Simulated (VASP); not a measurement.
# HfC (Fm-3m) in VASP: a series of runs, part 2 of 2

VASP 6.6.1. Earlier steps stand in the parts before.

**3. Single point, r2SCAN (12.49 Å³/atom)**

This run uses another cell than the first one, of 12.49 Å³/atom.

Contents of POSCAR:

```
HfC
1.0
    0.0000000000      2.3204528985      2.3204528985
    2.3204528985      0.0000000000      2.3204528985
    2.3204528985      2.3204528985      0.0000000000
Hf C
1 1
Direct
    0.5000000000      0.5000000000      0.5000000000
    0.0000000000      0.0000000000      0.0000000000
```

Contents of INCAR.step1:

```
PREC = Accurate
ENCUT = 660
ISMEAR = 0
SIGMA = 0.05
LREAL = F
LASPH = T
NELM = 120
NBANDS = 14
GGA = PE
ALGO = Normal
EDIFF = 1E-5
LWAVE = T
LCHARG = F
GGA_COMPAT = F
```

Contents of INCAR.step2:

```
PREC = Accurate
ENCUT = 660
EDIFF = 1E-6
ISMEAR = 0
SIGMA = 0.05
LREAL = F
LASPH = T
NELM = 120
ALGO = Normal
ISIF = 2
LWAVE = F
LCHARG = F
METAGGA = R2SCAN
LMIXTAU = T
NBANDS = 14
ISTART = 1
GGA_COMPAT = F
```

Contents of KPOINTS:

```
regular mesh
0
Gamma
  8 8 8
```

Potentials or basis: VASP PAW PBE potentials, release 64 (Hf_pv, C).

Command:

```sh
$ cat potpaw_PBE.64/Hf_pv/POTCAR potpaw_PBE.64/C/POTCAR > POTCAR
$ cp INCAR.step1 INCAR
$ mpirun -np 1 vasp_std > vasp.out
$ cp INCAR.step2 INCAR
$ mpirun -np 1 vasp_std > vasp.out
```

OUTCAR:

```text
PREC = Accurate
   ENCUT = 660
   EDIFF = 1E-6
   ISMEAR = 0
   LREAL = F
   LASPH = T
   NELM = 120
   ISIF = 2
   METAGGA = R2SCAN
   ISTART = 1

 ion  position               nearest neighbor table
   1  0.500  0.500  0.500-   2 2.32   2 2.32   2 2.32   2 2.32   2 2.32   2 2.32
   2  0.000  0.000  0.000-   1 2.32   1 2.32   1 2.32   1 2.32   1 2.32   1 2.32

  LATTYP: Found a face centered cubic cell.
 ALAT       =     4.6409057970

  Lattice vectors:

 A1 = (   0.0000000000,   2.3204528985,   2.3204528985)
 A2 = (   2.3204528985,   0.0000000000,   2.3204528985)
 A3 = (   2.3204528985,   2.3204528985,   0.0000000000)

Analysis of symmetry for initial positions (statically):
=====================================================================
 Subroutine PRICEL returns:
 Original cell was already a primitive cell.

 Routine SETGRP: Setting up the symmetry group for a
 face centered cubic supercell.

 Subroutine GETGRP returns: Found 48 space group operations
 (whereof 48 operations were pure point group operations)
 out of a pool of 48 trial point group operations.

[... 175 lines left out ...]
      5       6.9459      0.00000
      6       6.9459      0.00000
      7       6.9459      0.00000
      8       7.5758      0.00000
      9       7.5758      0.00000
     10       7.5759      0.00000
     11       9.5001      0.00000
     12       9.5001      0.00000
     13      13.4755      0.00000
     14      17.7215      0.00000
[... 377 lines left out ...]
      1     -25.3791      2.00000
      2     -25.0331      2.00000
      3     -24.9127      2.00000
      4      -3.9655      2.00000
      5       0.7799      2.00000
      6       3.0125      2.00000
      7       3.2818      2.00000
      8      10.1565      0.00000
      9      10.5200      0.00000
     10      12.3780      0.00000
     11      15.2948      0.00000
     12      15.9709      0.00000
     13      17.5151      0.00000
     14      18.7199      0.00000

 [... further k-points ...]

------------------------ aborting loop because EDIFF is reached ----------------------------------------

  FORCE on cell =-STRESS in cart. coord.  units (eV):
  Direction    XX          YY          ZZ          XY          YZ          ZX
  --------------------------------------------------------------------------------------
  -------------------------------------------------------------------------------------
  Total       -0.1907128     -0.1907128     -0.1907128     -0.0000000     -0.0000000      0.0000000
  in kB      -12.2276268    -12.2276268    -12.2276268     -0.0000000     -0.0000000      0.0000000
  external PRESSURE =     -12.2276268 kB  Pullay stress =       0.0000000 kB

 VOLUME and BASIS-vectors are now :
 -----------------------------------------------------------------------------
  energy-cutoff  :      660.00
  volume of cell :       24.99
      direct lattice vectors                 reciprocal lattice vectors
     0.000000000  2.320452899  2.320452899    -0.215475177  0.215475177  0.215475177
     2.320452899  0.000000000  2.320452899     0.215475177 -0.215475177  0.215475177
     2.320452899  2.320452899  0.000000000     0.215475177  0.215475177 -0.215475177

 POSITION                                       TOTAL-FORCE (eV/Angst)
 -----------------------------------------------------------------------------------
      2.32045      2.32045      2.32045         0.000000      0.000000      0.000000
      0.00000      0.00000      0.00000        -0.000000      0.000000     -0.000000
 -----------------------------------------------------------------------------------
    total drift:                                0.000000      0.000000      0.000000

  FREE ENERGIE OF THE ION-ELECTRON SYSTEM (eV)
  ---------------------------------------------------
  free  energy   TOTEN  =       -57.3418371428 eV

  energy  without entropy=      -57.3417751468  energy(sigma->0) =      -57.34180614
```

OUTCAR.step1:

```text
PREC = Accurate
   ENCUT = 660
   ISMEAR = 0
   LREAL = F
   LASPH = T
[... 628 lines left out ...]
 -----------------------------------------------------------------------------------
      2.32045      2.32045      2.32045        -0.000000     -0.000000     -0.000000
      0.00000      0.00000      0.00000         0.000000      0.000000      0.000000
 -----------------------------------------------------------------------------------
    total drift:                                0.000000      0.000000      0.000000

  FREE ENERGIE OF THE ION-ELECTRON SYSTEM (eV)
  ---------------------------------------------------
  free  energy   TOTEN  =       -21.0439521386 eV

  energy  without entropy=      -21.0433925922  energy(sigma->0) =      -21.04367237
```

Run time: 32 s. Hardware: 1 thread of Intel Xeon 6975P-C (Granite Rapids), shared host; peak memory 0.17 GiB.

Results:

```
Free energy            : -57.3418 eV
Pressure               : -1.2 GPa
Band gap on the k mesh : zero (bands 7 and 8 overlap by 1.35 eV)
```

Caveat: the PAW data sets were made with another functional, which shifts forces and pressure a little; spin-orbit coupling is left out, which moves the levels of the heavy elements.

**4. Single point, r2SCAN (12.24 Å³/atom)**

This run uses another cell than the first one, of 12.24 Å³/atom.

Contents of POSCAR:

```
HfC
1.0
    0.0000000000      2.3048789199      2.3048789199
    2.3048789199      0.0000000000      2.3048789199
    2.3048789199      2.3048789199      0.0000000000
Hf C
1 1
Direct
    0.5000000000      0.5000000000      0.5000000000
    0.0000000000      0.0000000000      0.0000000000
```

Contents of INCAR.step1:

```
PREC = Accurate ; ENCUT = 660
ISMEAR = 0 ; SIGMA = 0.05
LREAL = F ; LASPH = T
NELM = 120 ; NBANDS = 14
GGA = PE ; ALGO = Normal
EDIFF = 1E-5 ; LWAVE = T
LCHARG = F ; GGA_COMPAT = F
```

Contents of INCAR.step2:

```
PREC = Accurate ; ENCUT = 660
EDIFF = 1E-6 ; ISMEAR = 0
SIGMA = 0.05 ; LREAL = F
LASPH = T ; NELM = 120
ALGO = Normal ; ISIF = 2
LWAVE = F ; LCHARG = F
METAGGA = R2SCAN ; LMIXTAU = T
NBANDS = 14 ; ISTART = 1
GGA_COMPAT = F
```

Contents of KPOINTS:

```
Automatic mesh
0
Gamma
  8 8 8
```

Command:

```sh
$ cat potpaw_PBE.64/Hf_pv/POTCAR potpaw_PBE.64/C/POTCAR > POTCAR
$ cp INCAR.step1 INCAR
$ mpirun -np 1 vasp_std > vasp.out
$ cp INCAR.step2 INCAR
$ mpirun -np 1 vasp_std > vasp.out
```

It took 33 s on 1 thread of Intel Xeon 6975P-C (Granite Rapids), shared host; peak memory 0.17 GiB.

It converged, with:

```yaml
Free_energy: -57.3370 eV
Pressure: 4.0 GPa
Band_gap_on_the_k_mesh: zero (bands 7 and 8 overlap by 1.39 eV)
```

Levels at points of the mesh, in eV from the Fermi level:
| k point | band 5 | band 6 | band 7 | band 8 | band 9 | band 10 |
| --- | --- | --- | --- | --- | --- | --- |
| (0.00, 0.00, 0.00) | 1.11 | 1.11 | 1.11 | 1.73 | 1.73 | 1.73 |
| (0.50, 0.00, 0.00) | -6.35 | -3.16 | -3.16 | 5.90 | 5.90 | 6.46 |
| (0.50, 0.50, 0.00) | -2.69 | -1.62 | -0.06 | -0.06 | 5.71 | 7.37 |

Caveat: the cell stands under pressure; the PAW data sets were made with another functional, which shifts forces and pressure a little; spin-orbit coupling is left out, which moves the levels of the heavy elements.

**5. Summary**

```tsv
cell	gap on the mesh (eV)	pressure (GPa)
a = 3.278 Å, angles 60.0°, 2 atoms	none	-0.3
a = 3.282 Å, angles 60.0°, 2 atoms	none	-1.2
a = 3.260 Å, angles 60.0°, 2 atoms	none	4.0
```

Alike in all rows: task single point; level r2SCAN; potentials or basis VASP PAW PBE potentials, release 64 (Hf_pv, C); no spin polarisation; k mesh 8 × 8 × 8; cutoff (eV) 660; smearing gaussian 0.05 eV.

Caveats: the PAW data sets were made with another functional, which shifts forces and pressure a little; spin-orbit coupling is left out, which moves the levels of the heavy elements; the cell stands under pressure (at least some runs).

Absolute energies hang on the potentials; compare differences alone.
